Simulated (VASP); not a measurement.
H, 4 atoms in the cell. The structure is orthorhombic, space group Cmcm (No. 63). The conventional cell has a = 3.445 Å, b = 5.709 Å, c = 6.314 Å, α = 90.00°, β = 90.00°, γ = 90.00°. H (site symmetry m) has 1 H at 0.77 Å within 1.1 Å.  This cell differs from its parent crystal: strain +0.0450 x Voigt [1, 1, 0, 0, 0, 0].

* Program: VASP 6.6.1
* Task: single point
* Functional: LDA
* Potentials or basis: VASP PAW LDA potentials, release 64 (H)
* Cutoff: 520 eV
* k mesh: 8 × 8 × 4
* Occupations: gaussian, width 0.05 eV
* Spin: no spin polarisation
* Dipole correction: no
* Further INCAR settings: ALGO = Normal; EDIFF = 1e-06; NBANDS = 10

Potentials or basis: VASP PAW LDA potentials, release 64 (H).

Launch:

```console
$ cat potpaw_LDA.64/H/POTCAR > POTCAR
$ mpirun -np 1 vasp_std > vasp.out
```

Hardware: 1 thread of Intel(R) Xeon(R) Platinum 8375C CPU @ 2.90GHz (Ice Lake), on a shared host.

Question: How long does it take, and how much memory?

Answer: Run time: 22 s on 1 thread of Intel(R) Xeon(R) Platinum 8375C CPU @ 2.90GHz (Ice Lake), on a shared host, peak memory 0.16 GiB. Counts: scf iterations 12, k points 63.
